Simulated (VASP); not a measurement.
# Nb (Im-3m) in VASP: further runs

The runs below take Nb through single point, with PBE.

Program: VASP 6.6.1. These are calculated values, not measurements. Logs are shortened: lines on timing, memory, paths and dates and some standing lists are left out, and cuts for length are marked.

## 1. The cell of the first run

It takes space group Im-3m (No. 229, cubic). The conventional cell has a = 3.311 Å, b = 3.311 Å, c = 3.311 Å, α = 90.00°, β = 90.00°, γ = 90.00°. Nb (site symmetry m-3m) has 14 Nb at 2.87 to 3.31 Å within 3.8 Å.

## 2. Single point, PBE

Input file INCAR:

```
SYSTEM = Nb
  PREC = Accurate
  ENCUT = 520
  EDIFF = 1E-7
  ISMEAR = -1
  SIGMA = 0.05
  LREAL = .FALSE.
  LASPH = .TRUE.
  NELM = 60
  ALGO = Normal
  ISIF = 2
  LWAVE = .FALSE.
  LCHARG = .FALSE.
  GGA = PE
  NBANDS = 20
```

Input file KPOINTS:

```
Automatic mesh
0
G
  10 10 10
  0 0 0
```

Input file POSCAR:

```
Nb
1.0
    3.3112325450      0.0000000000      0.0000000000
    0.0000000000      3.3112325450      0.0000000000
    0.0000000000      0.0000000000      3.3112325450
Nb
2
Direct
    0.0000000000      0.0000000000      0.0000000000
    0.5000000000      0.5000000000      0.5000000000
```

Potentials or basis: VASP PAW PBE potentials, release 64 (Nb_sv).

On the command line:

```console
cat potpaw_PBE.64/Nb_sv/POTCAR > POTCAR
mpirun -np 1 vasp_std > vasp.out
```

OUTCAR:

```text
SYSTEM = Nb
   PREC = Accurate
   ENCUT = 520
   EDIFF = 1E-7
   ISMEAR = -1
   LREAL = .FALSE.
   LASPH = .TRUE.
   NELM = 60
   ISIF = 2
   GGA = PE

 ion  position               nearest neighbor table
   1  0.000  0.000  0.000-   2 2.87   2 2.87   2 2.87   2 2.87   2 2.87   2 2.87   2 2.87   2 2.87

   2  0.500  0.500  0.500-   1 2.87   1 2.87   1 2.87   1 2.87   1 2.87   1 2.87   1 2.87   1 2.87

  LATTYP: Found a simple cubic cell.
 ALAT       =     3.3112325450

  Lattice vectors:

 A1 = (   3.3112325450,   0.0000000000,   0.0000000000)
 A2 = (   0.0000000000,   3.3112325450,   0.0000000000)
 A3 = (   0.0000000000,   0.0000000000,   3.3112325450)

Analysis of symmetry for initial positions (statically):
=====================================================================
 Subroutine PRICEL returns following result:

  LATTYP: Found a body centered cubic cell.
 ALAT       =     3.3112325450

  Lattice vectors:

 A1 = (   1.6556162725,   1.6556162725,  -1.6556162725)
 A2 = (  -1.6556162725,   1.6556162725,   1.6556162725)
 A3 = (   1.6556162725,  -1.6556162725,   1.6556162725)

   2 primitive cells build up your supercell.

 Routine SETGRP: Setting up the symmetry group for a
 simple cubic supercell.

 Subroutine GETGRP returns: Found 48 space group operations
 (whereof 48 operations were pure point group operations)
 out of a pool of 48 trial point group operations.

The static configuration has the point symmetry O_h .

Analysis of symmetry for dynamics (positions and initial velocities):
=====================================================================
 Subroutine PRICEL returns following result:

  LATTYP: Found a body centered cubic cell.
 ALAT       =     3.3112325450

  Lattice vectors:

 A1 = (   1.6556162725,   1.6556162725,  -1.6556162725)
 A2 = (  -1.6556162725,   1.6556162725,   1.6556162725)
 A3 = (   1.6556162725,  -1.6556162725,   1.6556162725)

   2 primitive cells build up your supercell.

 Routine SETGRP: Setting up the symmetry group for a
 simple cubic supercell.

 Subroutine GETGRP returns: Found 48 space group operations
 (whereof 48 operations were pure point group operations)
 out of a pool of 48 trial point group operations.

The dynamic configuration has the point symmetry O_h .

 Subroutine INISYM returns: Found 48 space group operations
 (whereof 48 operations are pure point group operations),
 and found     2 'primitive' translations

----------------------------------------------------------------------------------------

                                     Primitive cell

  volume of cell :      18.1526

  direct lattice vectors                    reciprocal lattice vectors
     1.655616273  1.655616273 -1.655616272     0.302002347  0.302002347  0.000000000
    -1.655616273  1.655616272  1.655616272    -0.000000000  0.302002347  0.302002347
     1.655616273 -1.655616272  1.655616273     0.302002347  0.000000000  0.302002347

  length of vectors
     2.867611502  2.867611502  2.867611502     0.427095815  0.427095815  0.427095815

  position of ions in fractional coordinates (direct lattice)
     0.000000000  0.000000000  0.000000000

  ion indices of the primitive-cell ions
   primitive index   ion index
                 1           1

----------------------------------------------------------------------------------------

 KPOINTS: Automatic mesh

Automatic generation of k-mesh.
 Grid dimensions read from file:
 generate k-points for:   10   10   10

 Generating k-lattice:

  Cartesian coordinates                     Fractional coordinates (reciprocal lattice)
     0.030200235  0.000000000  0.000000000     0.100000000  0.000000000  0.000000000
     0.000000000  0.030200235  0.000000000     0.000000000  0.100000000  0.000000000
     0.000000000  0.000000000  0.030200235     0.000000000  0.000000000  0.100000000

  Length of vectors
     0.030200235  0.030200235  0.030200235

  Shift w.r.t. Gamma in fractional coordinates (k-lattice)
     0.000000000  0.000000000  0.000000000

 Subroutine IBZKPT returns following result:
 ===========================================

 Found     56 irreducible k-points:

 Following reciprocal coordinates:
            Coordinates               Weight
  0.000000  0.000000  0.000000      1.000000
  0.100000  0.000000  0.000000      6.000000
  0.200000  0.000000  0.000000      6.000000
  0.300000  0.000000  0.000000      6.000000
  0.400000  0.000000  0.000000      6.000000
  0.500000  0.000000  0.000000      3.000000
[... 16 lines left out ...]
  0.200000  0.100000  0.100000     24.000000
  0.300000  0.100000  0.100000     24.000000
 [... further k-points ...]
   k-points           NKPTS =     56   k-points in BZ     NKDIM =     56   number of bands    NBANDS=     20
   number of dos      NEDOS =    301   number of ions     NIONS =      2
   total plane-waves  NPLWV =  21952
   dimension x,y,z NGX =    28 NGY =   28 NGZ =   28
   dimension x,y,z NGXF=    56 NGYF=   56 NGZF=   56
   ions per type =               2
   NGX,Y,Z   is equivalent  to a cutoff of  14.06, 14.06, 14.06 a.u.
   NGXF,Y,Z  is equivalent  to a cutoff of  28.12, 28.12, 28.12 a.u.
 SYSTEM =  Nb
   PREC   = accura    normal or accurate (medium, high low for compatibility)
   ISTART =      0    job   : 0-new  1-cont  2-samecut
   ICHARG =      2    charge: 1-file 2-atom 10-const
   ISPIN  =      1    spin polarized calculation?
   LNONCOLLINEAR =      F non collinear calculations
   LSORBIT =      F    spin-orbit coupling
   LASPH  =      T    aspherical Exc in radial PAW
   ENCUT  =  520.0 eV  38.22 Ry    6.18 a.u.   6.16  6.16  6.16*2*pi/ulx,y,z
   NELM   =     60;   NELMIN=  2; NELMDL= -5     # of ELM steps
   EDIFF  = 0.1E-06   stopping-criterion for ELM
   LREAL  =      F    real-space projection
   EDIFFG = 0.1E-05   stopping-criterion for IOM
   NSW    =      0    number of steps for IOM
   IBRION =     -1    ionic relax: 0-MD 1-quasi-New 2-CG
   NFREE  =      0    steps in history (QN), initial steepest desc. (CG)
   ISIF   =      2    stress and relaxation
   ISYM   =      2    0-nonsym 1-usesym 2-fastsym
   POTIM  = 0.5000    time-step for ionic-motion
   TEBEG  =    0.0;   TEEND  =   0.0 temperature during run
   PSTRESS=    0.0 pullay stress
   NELECT =      26.0000    total number of electrons
   NUPDOWN=      -1.0000    fix difference up-down
   EMIN   =  10.00;   EMAX   =-10.00  energy-range for DOS
   EFERMI =   0.00;   METHOD = LEGACY
   ISMEAR =    -1;   SIGMA  =   0.05  broadening in eV -4-tet -1-fermi 0-gaus
   EFERMI_NEDOS =   21; number of points for ismear=-14 and -15
   IALGO  =     38    algorithm
   IMIX   =      4    mixing-type and parameters
     AMIX     =   0.40;   BMIX     =  1.00
     AMIX_MAG =   1.60;   BMIX_MAG =  1.00
  volume/ion in A,a.u.               =      18.15       122.50
  Fermi-wavevector in a.u.,A,eV,Ry     =   1.464681  2.767845 29.188433  2.145289
  Thomas-Fermi vector in A             =   2.580628
   LORBIT       =      0    0 simple, 1 ext, 2 COOP (PROOUT), +10 PAW based schemes
   GGA     = PE    functional components
   LHFCALC =     F    Hartree Fock is set to
   AEXX    =    0.0000 exact exchange contribution
   IVDW    =     0    specifies the selected vdW correction
   LEPSILON=     F    determine dielectric tensor
   LRPA    =     F    only Hartree local field effects (RPA)
 non-spin polarized calculation
  energy-cutoff  :      520.00
  volume of cell :       36.31
 maximum number of plane-waves:       996
 NGX is ok and might be reduce to    28
   NGX = 13   NGY = 13   NGZ = 13

 number of electron      26.0000002 magnetization

 Free energy of the ion-electron system (eV)
  ---------------------------------------------------
  ext. energy  EPLUGINS =         0.00000000
  ---------------------------------------------------
  free energy    TOTEN  =       -20.44215686 eV

  energy without entropy =      -20.41793831  energy(sigma->0) =      -20.43004758

 E-fermi :  11.0697     XC(G=0): -12.4595

 val. band max:       11.0626453044   @ k =   0.2000   0.2000   0.0000
 cond. band min:      11.1108828627   @ k =   0.4000   0.1000   0.0000
 fundamental gap:      0.0482375583
 Fermi energy:        11.0696941203

 k-point     1 :       0.0000    0.0000    0.0000
  band No.  band energies     occupation
      1     -43.3029      2.00000
      2     -42.8985      2.00000
      3     -19.5237      2.00000
      4     -19.5237      2.00000
      5     -19.5237      2.00000
      6     -18.6169      2.00000
[... 12 lines left out ...]
     19      16.6244      0.00000
     20      20.0802      0.00000

 k-point     2 :       0.1000    0.0000    0.0000
  band No.  band energies     occupation
      1     -43.2916      2.00000
      2     -42.9068      2.00000
      3     -19.5260      2.00000
      4     -19.5009      2.00000
      5     -19.5009      2.00000
      6     -18.6656      2.00000
[... 12 lines left out ...]
     19      16.4345      0.00000
     20      19.5506      0.00000

 k-point     3 :       0.2000    0.0000    0.0000
  band No.  band energies     occupation
      1     -43.2590      2.00000
      2     -42.9314      2.00000
      3     -19.5255      2.00000
      4     -19.4347      2.00000
      5     -19.4347      2.00000
      6     -18.7981      2.00000
[... 12 lines left out ...]
     19      15.9162      0.00000
     20      18.3578      0.00000

 k-point     4 :       0.3000    0.0000    0.0000
  band No.  band energies     occupation
      1     -43.2094      2.00000
      2     -42.9711      2.00000
      3     -19.5046      2.00000
      4     -19.3320      2.00000
      5     -19.3320      2.00000
      6     -18.9799      2.00000
[... 429 lines left out ...]
 k-point    23 :       0.2000    0.1000    0.1000
  band No.  band energies     occupation
      1     -43.2402      2.00000
      2     -42.9436      2.00000
      3     -19.5970      2.00000
      4     -19.4724      2.00000
      5     -19.2609      2.00000
      6     -18.9893      2.00000
[... 12 lines left out ...]
     19      16.1111      0.00000
     20      19.6742      0.00000

 k-point    24 :       0.3000    0.1000    0.1000
  band No.  band energies     occupation
      1     -43.1946      2.00000
      2     -42.9789      2.00000
      3     -19.6184      2.00000
      4     -19.3655      2.00000
      5     -19.1770      2.00000
      6     -19.1445      2.00000
[... 12 lines left out ...]
     19      15.6845      0.00000
     20      18.2241      0.00000

 [... further k-points ...]

------------------------ aborting loop because EDIFF is reached ----------------------------------------

  FORCE on cell =-STRESS in cart. coord.  units (eV):
  Direction    XX          YY          ZZ          XY          YZ          ZX
  --------------------------------------------------------------------------------------
  -------------------------------------------------------------------------------------
  Total       -0.1173940     -0.1173940     -0.1173940      0.0000000     -0.0000000      0.0000000
  in kB       -5.1806861     -5.1806861     -5.1806861      0.0000000     -0.0000000      0.0000000
  external PRESSURE =      -5.1806861 kB  Pullay stress =       0.0000000 kB

 VOLUME and BASIS-vectors are now :
 -----------------------------------------------------------------------------
  energy-cutoff  :      520.00
  volume of cell :       36.31
      direct lattice vectors                 reciprocal lattice vectors
     3.311232545  0.000000000  0.000000000     0.302002347  0.000000000  0.000000000
     0.000000000  3.311232545  0.000000000     0.000000000  0.302002347  0.000000000
     0.000000000  0.000000000  3.311232545     0.000000000  0.000000000  0.302002347

 POSITION                                       TOTAL-FORCE (eV/Angst)
 -----------------------------------------------------------------------------------
      0.00000      0.00000      0.00000        -0.000000      0.000000     -0.000000
      1.65562      1.65562      1.65562         0.000000     -0.000000      0.000000
 -----------------------------------------------------------------------------------
    total drift:                               -0.000000      0.000000      0.000000

  FREE ENERGIE OF THE ION-ELECTRON SYSTEM (eV)
  ---------------------------------------------------
  free  energy   TOTEN  =       -20.4421568639 eV

  energy  without entropy=      -20.4179383050  energy(sigma->0) =      -20.43004758
```

Run time: 32 s. Hardware: 1 thread of Intel Xeon 6975P-C (Granite Rapids), shared host; peak memory 0.17 GiB.

What came out:

```
Free energy            : -20.4422 eV
Pressure               : -0.5 GPa
Band gap on the k mesh : zero (bands 13 and 14 overlap by 3.33 eV)
```

Levels at points of the mesh, in eV from the Fermi level:
| k point | band 11 | band 12 | band 13 | band 14 | band 15 | band 16 |
| --- | --- | --- | --- | --- | --- | --- |
| (0.00, 0.00, 0.00) | -3.67 | 0.37 | 0.37 | 0.37 | 3.26 | 3.26 |
| (0.50, 0.00, 0.00) | -1.05 | -1.05 | 0.96 | 0.96 | 0.96 | 0.96 |
| (0.50, 0.50, 0.00) | -1.63 | -1.63 | 2.25 | 2.25 | 3.28 | 3.28 |
| (0.50, 0.50, 0.50) | -1.09 | -1.09 | -1.09 | -1.09 | 4.09 | 4.09 |

## 3. Single point, PBE

Input file INCAR:

```
ALGO     = Normal         # electronic algorithm
EDIFF    = 1E-6           # SCF threshold, eV
ENCUT    = 520            # plane-wave cutoff, eV
GGA      = PE             # functional
ISIF     = 2              # what is computed and relaxed
ISMEAR   = -1             # smearing method
LASPH    = T              # aspherical terms in the spheres
LCHARG   = F              # write CHGCAR
LREAL    = F              # projectors in reciprocal space
LWAVE    = F              # write WAVECAR
NBANDS   = 20             # bands
NELM     = 60             # most SCF steps
PREC     = Accurate       # precision mode
SIGMA    = 0.05           # smearing width, eV
```

Input file KPOINTS:

```
k-points
0
Gamma
  10 10 10
```

POSCAR is that of step 2.

Potentials or basis: VASP PAW PBE potentials, release 64 (Nb_sv).

On the command line:

```console
cat potpaw_PBE.64/Nb_sv/POTCAR > POTCAR
mpirun -np 1 vasp_std > vasp.out
```

Run time: 24 s. Hardware: 1 thread of Intel Xeon 6975P-C (Granite Rapids), shared host; peak memory 0.17 GiB.

Results (log left out):

- Free energy: -20.4422 eV
- Pressure: -0.5 GPa
- Band gap on the k mesh: zero (bands 13 and 14 overlap by 3.33 eV)

Levels at points of the mesh, in eV from the Fermi level:
```tsv
k point	band 9	band 10	band 11	band 12	band 13	band 14	band 15	band 16	band 17	band 18
(0.00, 0.00, 0.00)	-5.93	-3.67	-3.67	0.37	0.37	0.37	3.26	3.26	5.55	5.55
(0.50, 0.00, 0.00)	-2.51	-2.51	-1.05	-1.05	0.96	0.96	0.96	0.96	2.50	2.50
(0.50, 0.50, 0.00)	-3.69	-3.69	-1.63	-1.63	2.25	2.25	3.28	3.28	3.96	3.96
(0.50, 0.50, 0.50)	-1.09	-1.09	-1.09	-1.09	-1.09	-1.09	4.09	4.09	4.09	4.09
```

(Part 1 of 2 ends here.)
